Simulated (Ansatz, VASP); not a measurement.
## TaTl in VASP and in Ansatz

Contents of INCAR:

```
PREC = Accurate
ENCUT = 520
EDIFF = 1E-6
ISMEAR = -1
SIGMA = 0.05
LREAL = F
LASPH = T
NELM = 80
ALGO = Normal
ISIF = 2
LWAVE = F
LCHARG = F
GGA = PE
NBANDS = 19
```

KPOINTS

```
regular mesh
0
Gamma
  8 8 6
```

Contents of POSCAR:

```
TaTl
1.0
    3.4721891900      0.0000000000      0.0000000000
    0.0000000000      3.4721891900      0.0000000000
    0.0000000000      0.0000000000      4.2904585600
Ta Tl
1 1
Direct
    0.5000000000      0.5000000000      0.5000000000
    0.0000000000      0.0000000000      0.0000000000
```

File input.yaml:

```yaml
crystal:
  lattice:
    - [3.47218919, 0.0, 0.0]
    - [0.0, 3.47218919, 0.0]
    - [0.0, 0.0, 4.29045856]
  atoms:
    - { symbol: Ta, position: [0.5, 0.5, 0.5] }
    - { symbol: Tl, position: [0.0, 0.0, 0.0] }
kpoints:
  mp_grid: { grid: [8, 8, 6] }
scf:
  occupations: { method: fermi_dirac, width: 0.05 }
hamiltonian:
  xc: pbe
  pseudopotentials: { kind: all_electron, lapw: { basis_error: 0.001 } }
output:
  forces: true
  stress: true
  eigenvalues: true
  populations: true
```

Alike in both runs: task single point; functional PBE; k mesh 8 × 8 × 6; occupations fermi-dirac, width 0.05 eV; no spin polarisation.

|  | VASP | Ansatz |
| --- | --- | --- |
| version | VASP 6.6.1 | Ansatz 0.2.0 |
| potentials or method | VASP PAW PBE potentials, release 64 (Ta_pv, Tl_d), cutoff 520 eV | all-electron LAPW, scalar-relativistic |

Ansatz gave:

* gap on the k mesh at the Fermi level (eV): none
* pressure (GPa): -16.4
* traceless stress, the component that is largest in VASP (GPa): 4.21

Problem. Estimate VASP's values.

Solution. gap on the k mesh at the Fermi level (eV): none; pressure (GPa): -16.5; traceless stress, the component that is largest in VASP (GPa): 4.20.

A gap of «none» marks a metal or a gap that the smearing closes. Ansatz ran all-electron here, and VASP with PAW potentials.

Neither program's run includes spin-orbit coupling.
